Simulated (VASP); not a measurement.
# Si5O (I4/mmm) in VASP: further runs, part 2 of 2

VASP 6.6.1. Earlier steps stand in the parts before.

## (3) Single point, PBE

This run uses another cell than the first one, of 14.98 Å³/atom.

The input, INCAR:

```
PREC = Accurate ; ENCUT = 520
EDIFF = 1E-7 ; ISMEAR = 0
SIGMA = 0.1 ; LREAL = False
LASPH = True ; NELM = 60
ALGO = Normal ; ISIF = 2
LWAVE = False ; LCHARG = False
GGA = PE ; NBANDS = 22
```

The input, KPOINTS:

```
Automatic mesh
0
Gamma
  6 6 6
```

The input, POSCAR:

```
Si5O
1.0
   -2.7005783964      2.7005783964      3.0804160653
    2.7005783964     -2.7005783964      3.0804160653
    2.7005783964      2.7005783964     -3.0804160653
Si O
5 1
Direct
    0.5000000000      0.5000000000      0.5000000000
    0.0000000000      0.0000000000      0.5000000000
    0.5000000000      0.0000000000      0.0000000000
    0.0000000000      0.5000000000      0.0000000000
    0.0000000000      0.0000000000      0.0000000000
    0.5000000000      0.5000000000      0.0000000000
```

Potentials or basis: VASP PAW PBE potentials, release 64 (Si, O).

Started as:

```sh
> cat potpaw_PBE.64/Si/POTCAR potpaw_PBE.64/O/POTCAR > POTCAR
> mpirun -np 1 vasp_std > vasp.out
```

OUTCAR:

```text
PREC = Accurate
   ENCUT = 520
   EDIFF = 1E-7
   ISMEAR = 0
   LREAL = False
   LASPH = True
   NELM = 60
   ISIF = 2
   GGA = PE

 ion  position               nearest neighbor table
   1  0.500  0.500  0.500-   5 2.45   6 2.45   6 2.45   5 2.45   3 2.70   3 2.70   4 2.70   4 2.70
                             2 3.08   2 3.08
   2  0.000  0.000  0.500-   5 2.45   6 2.45   5 2.45   6 2.45   3 2.70   4 2.70   3 2.70   4 2.70
                             1 3.08   1 3.08
   3  0.500  0.000  0.000-   5 2.45   6 2.45   6 2.45   5 2.45   1 2.70   1 2.70   2 2.70   2 2.70
                             4 3.08   4 3.08
   4  0.000  0.500  0.000-   5 2.45   6 2.45   5 2.45   6 2.45   1 2.70   2 2.70   2 2.70   1 2.70
                             3 3.08   3 3.08
   5  0.000  0.000  0.000-   1 2.45   2 2.45   3 2.45   4 2.45   2 2.45   4 2.45   3 2.45   1 2.45

   6  0.500  0.500  0.000-   1 2.45   2 2.45   3 2.45   4 2.45   1 2.45   3 2.45   4 2.45   2 2.45

  LATTYP: Found a body centered tetragonal cell.
 ALAT       =     5.4011567928
 C/A-ratio  =     1.1406504878

  Lattice vectors:

 A1 = (  -2.7005783964,   2.7005783964,   3.0804160653)
 A2 = (   2.7005783964,  -2.7005783964,   3.0804160653)
 A3 = (   2.7005783964,   2.7005783964,  -3.0804160653)

[... 181 lines left out ...]

 E-fermi :   8.1416     XC(G=0): -10.5915

 val. band max:        8.1226738985   @ k =   0.1667   0.1667   0.1667
 cond. band min:       8.1851003856   @ k =   0.5000   0.5000   0.1667
 fundamental gap:      0.0624264871
 Fermi energy:         8.1416167857

 k-point     1 :       0.0000    0.0000    0.0000
  band No.  band energies     occupation
      1     -10.8840      2.00000
      2      -4.5407      2.00000
      3       0.2845      2.00000
      4       1.9087      2.00000
      5       1.9087      2.00000
      6       2.1840      2.00000
[... 589 lines left out ...]
     21      14.0611      0.00000
     22      14.5155      0.00000

 [... further k-points ...]
[... 5 lines left out ...]
  --------------------------------------------------------------------------------------
  -------------------------------------------------------------------------------------
  Total       -0.0802952     -0.0802952      0.0505907      0.0000000     -0.0000000      0.0000000
  in kB       -1.4315846     -1.4315846      0.9019835      0.0000000     -0.0000000      0.0000000
  external PRESSURE =      -0.6537286 kB  Pullay stress =       0.0000000 kB

 VOLUME and BASIS-vectors are now :
 -----------------------------------------------------------------------------
  energy-cutoff  :      520.00
  volume of cell :       89.86
      direct lattice vectors                 reciprocal lattice vectors
    -2.700578396  2.700578396  3.080416065     0.000000000  0.185145523  0.162315736
     2.700578396 -2.700578396  3.080416065     0.185145523  0.000000000  0.162315736
     2.700578396  2.700578396 -3.080416065     0.185145523  0.185145523  0.000000000

 POSITION                                       TOTAL-FORCE (eV/Angst)
 -----------------------------------------------------------------------------------
      1.35029      1.35029      1.54021        -0.000000      0.000000     -0.000000
      1.35029      1.35029     -1.54021         0.000000     -0.000000     -0.000000
     -1.35029      1.35029      1.54021         0.000000      0.000000     -0.000000
      1.35029     -1.35029      1.54021         0.000000     -0.000000      0.000000
      0.00000      0.00000      0.00000         0.000000     -0.000000     -0.000000
      0.00000      0.00000      3.08042        -0.000000      0.000000      0.000000
 -----------------------------------------------------------------------------------
    total drift:                                0.000000     -0.000000      0.000000

  FREE ENERGIE OF THE ION-ELECTRON SYSTEM (eV)
  ---------------------------------------------------
  free  energy   TOTEN  =       -29.7124626330 eV

  energy  without entropy=      -29.6991836820  energy(sigma->0) =      -29.70582316
```

stdout:

```text
POSCAR found type information on POSCAR SiO
 POSCAR found :  2 types and       6 ions
 scaLAPACK will be used
 LDA part: xc-table for (Slater+PW92), standard interpolation
 POSCAR, INCAR and KPOINTS ok, starting setup
 FFT: planning ... GRIDC
 FFT: planning ... GRID_SOFT
 FFT: planning ... GRID
 WAVECAR not read
 entering main loop
```

Wall time 87 s (1 thread of Intel Xeon 8259CL, shared host); peak memory 0.22 GiB.

Results:

```yaml
Free_energy: -29.7125 eV
Pressure: -0.1 GPa
Band_gap_on_the_k_mesh: zero (bands 13 and 14 overlap by 1.32 eV)
```

Stress tensor (GPa, compression positive):
```
-0.14  0.00  0.00
 0.00 -0.14  0.00
 0.00  0.00  0.09
```

Levels at points of the mesh, in eV from the Fermi level:
```
           k point  band 9  band 10  band 11  band 12  band 13  band 14  band 15  band 16  band 17  band 18
(0.00, 0.00, 0.00)   -5.40    -4.37    -3.79    -3.75    -2.94     1.05     1.25     1.25     2.32     3.98
(0.50, 0.00, 0.00)   -3.26    -2.53    -1.93    -1.08     0.30     0.33     0.54     1.97     2.06     2.37
(0.50, 0.50, 0.00)   -3.51    -3.09    -0.63    -0.40     0.21     0.22     0.79     1.16     2.51     2.94
(0.50, 0.50, 0.50)   -3.31    -3.01    -1.96    -1.96    -1.04    -0.51     0.82     3.09     3.09     3.97
```

## (4) Single point, PBE, collinear spin, ferromagnetic start

This run uses another cell than the first one, of 14.98 Å³/atom.

The input, INCAR:

```
PREC = Accurate ; ENCUT = 520
EDIFF = 1E-7 ; ISMEAR = 0
SIGMA = 0.1 ; LREAL = F
LASPH = T ; NELM = 150
ALGO = Normal ; ISIF = 2
LWAVE = F ; LCHARG = T
ISPIN = 2 ; MAGMOM = 0 0 0 0 0 1
LORBIT = 11 ; GGA = PE
LELF = T ; LVHAR = T
NBANDS = 26
```

The input, KPOINTS:

```
regular mesh
0
Gamma
  4 4 4
```

POSCAR is that of step 3.

Started as:

```sh
> cat potpaw_PBE.64/Si/POTCAR potpaw_PBE.64/O/POTCAR > POTCAR
> mpirun -np 1 vasp_std > vasp.out
```

It took 96 s on 1 thread of Intel Xeon 8259CL, shared host; peak memory 0.25 GiB.

It converged, with:

```yaml
Free_energy: -29.6366 eV
Pressure: -0.4 GPa
Band_gap_on_the_k_mesh: zero (filled and empty bands overlap)
Net_moment: 0.00 μB per cell
Valence_electrons_inside_the_program's_atomic_spheres: Si 1.54, 1.63 (each value once); O 4.84
```

Stress tensor (GPa, compression positive):
```
-0.56  0.00  0.00
 0.00 -0.56  0.00
 0.00  0.00  0.03
```

Levels at points of the mesh, in eV from the Fermi level:
Spin up:
```
           k point  band 10  band 11  band 12  band 13  band 14  band 15  band 16  band 17
(0.00, 0.00, 0.00)    -4.39    -3.82    -3.75    -2.96     1.04     1.26     1.26     2.29
(0.50, 0.00, 0.00)    -2.51    -1.93    -1.09     0.28     0.30     0.53     1.94     2.05
(0.50, 0.50, 0.00)    -3.09    -0.64    -0.43     0.19     0.21     0.75     1.16     2.52
(0.50, 0.50, 0.50)    -3.02    -1.98    -1.98    -1.06    -0.53     0.78     3.07     3.07
```
Spin down:
| k point | band 9 | band 10 | band 11 | band 12 | band 13 | band 14 | band 15 | band 16 | band 17 | band 18 |
| --- | --- | --- | --- | --- | --- | --- | --- | --- | --- | --- |
| (0.00, 0.00, 0.00) | -5.43 | -4.39 | -3.82 | -3.75 | -2.96 | 1.04 | 1.26 | 1.26 | 2.29 | 3.98 |
| (0.50, 0.00, 0.00) | -3.24 | -2.51 | -1.93 | -1.09 | 0.28 | 0.30 | 0.53 | 1.94 | 2.05 | 2.36 |
| (0.50, 0.50, 0.00) | -3.49 | -3.09 | -0.64 | -0.43 | 0.19 | 0.21 | 0.75 | 1.16 | 2.52 | 2.91 |
| (0.50, 0.50, 0.50) | -3.30 | -3.02 | -1.98 | -1.98 | -1.06 | -0.53 | 0.78 | 3.07 | 3.07 | 3.96 |

Caveat: the k points lie up to 0.39 Å⁻¹ apart, too coarse for converged energies and pressures of a metal.

## (5) Relaxation of cell and atoms, PBE

The input, INCAR:

```
SYSTEM = Si5O
PREC = Accurate ; ENCUT = 600
EDIFF = 1E-7 ; ISMEAR = 0
SIGMA = 0.1 ; LREAL = .FALSE.
LASPH = .TRUE. ; NELM = 60
ALGO = Normal ; ISIF = 3
LWAVE = .FALSE. ; LCHARG = .FALSE.
GGA = PE ; IBRION = 2
NSW = 90 ; EDIFFG = -0.04
```

The input, KPOINTS:

```
Automatic mesh
0
G
  6 6 6
  0 0 0
```

POSCAR, as its differences from that of step 4:

```diff
@@ -2,5 +2,5 @@
 1.0
-   -2.7005783964      2.7005783964      3.0804160653
-    2.7005783964     -2.7005783964      3.0804160653
-    2.7005783964      2.7005783964     -3.0804160653
+   -2.4694467100      2.4694467100      2.6190988500
+    2.4694467100     -2.4694467100      2.6190988500
+    2.4694467100      2.4694467100     -2.6190988500
 Si O
```

Started as:

```sh
> cat potpaw_PBE.64/Si/POTCAR potpaw_PBE.64/O/POTCAR > POTCAR
> mpirun -np 1 vasp_std > vasp.out
```

Wall time 5 min (1 thread of Intel Xeon 8259CL, shared host); peak memory 0.22 GiB.

The run converged. Its results:

```yaml
Free_energy: -29.6984 eV
Relaxed_volume: 14.89 Å³/atom
Relaxed_cell: a = 4.896 Å, b = 4.896 Å, c = 4.896 Å, α = 113.12°, β = 113.12°, γ = 102.40°
Space_group_after_relaxing_to_0.1_Å: I4/mmm (No. 139)
Energy_gained_by_relaxing: 635.2 meV/atom
Ionic_steps: 6
Pressure_after_relaxing: 0.3 GPa
Band_gap_on_the_k_mesh: zero (bands 13 and 14 overlap by 1.33 eV)
```

Stress tensor (GPa, compression positive):
```
0.19 0.00 0.00
0.00 0.19 0.00
0.00 0.00 0.41
```

The path:
```csv
step,energy change (eV),largest force (eV/Å),pressure (GPa),volume (Å³)
1,0.0000,0.0000,63.05,63.89
2,-2.7487,0.0000,-12.81,110.94
3,-3.7654,0.0000,0.06,89.14
4,-3.7654,0.0000,-0.53,89.70
5,-3.7995,0.0000,-0.21,89.55
6,-3.8112,0.0000,0.27,89.36
```

Final structure:
```cif
data_structure
_symmetry_space_group_name_H-M 'P 1'
_symmetry_Int_Tables_number 1
_cell_length_a 4.8965
_cell_length_b 4.8965
_cell_length_c 4.8965
_cell_angle_alpha 113.116
_cell_angle_beta 113.116
_cell_angle_gamma 102.404
_cell_volume 89.36
loop_
_atom_site_label
_atom_site_type_symbol
_atom_site_fract_x
_atom_site_fract_y
_atom_site_fract_z
_atom_site_occupancy
Si1 Si 0.50000 0.50000 0.50000 1
Si2 Si 0.00000 0.00000 0.50000 1
Si3 Si 0.50000 0.00000 0.00000 1
Si4 Si 0.00000 0.50000 0.00000 1
Si5 Si 0.00000 0.00000 0.00000 1
O1 O 0.50000 0.50000 0.00000 1
```

Levels at points of the mesh, in eV from the Fermi level:
```
           k point  band 9  band 10  band 11  band 12  band 13  band 14  band 15  band 16  band 17
(0.00, 0.00, 0.00)   -5.44    -4.40    -3.78    -3.75    -2.92     1.02     1.25     1.25     2.34
(0.50, 0.00, 0.00)   -3.28    -2.52    -1.94    -1.09     0.30     0.32     0.54     1.97     2.36
(0.50, 0.50, 0.00)   -3.54    -3.09    -0.66    -0.41     0.19     0.20     0.81     1.17     2.52
(0.50, 0.50, 0.50)   -3.32    -3.02    -1.96    -1.96    -1.01    -0.54     0.83     3.12     3.12
```

Caveat: the volume moved by over 15 % at a fixed basis, so the end points are rough.

## (6) Summary

| task | spin | cell | k mesh | cutoff (eV) | gap on the mesh (eV) | pressure (GPa) |
| --- | --- | --- | --- | --- | --- | --- |
| single point | off | a = 4.365 Å, angles 111.1, 111.1, 106.3°, 6 atoms | 6 × 6 × 6 | 520 | none | 63.1 |
| single point | off | a = 4.907 Å, angles 113.2, 113.2, 102.2°, 6 atoms | 6 × 6 × 6 | 520 | none | -0.1 |
| single point | collinear, ferromagnetic start | a = 4.907 Å, angles 113.2, 113.2, 102.2°, 6 atoms | 4 × 4 × 4 | 520 | none | -0.4 |
| relaxation of cell and atoms | off | relaxed from a = 4.365 Å, angles 111.1, 111.1, 106.3°, 6 atoms | 6 × 6 × 6 | 600 | none | 0.3 |

Alike in all rows: level PBE; potentials or basis VASP PAW PBE potentials, release 64 (Si, O); smearing gaussian 0.1 eV.

Caveats: some runs use coarse meshes; the cell stands under pressure (at least some runs); the volume moved by over 15 % at a fixed basis, so the end points are rough (at least some runs).

Total energies depend on the potentials used, so only differences within one code and one set of settings carry meaning.
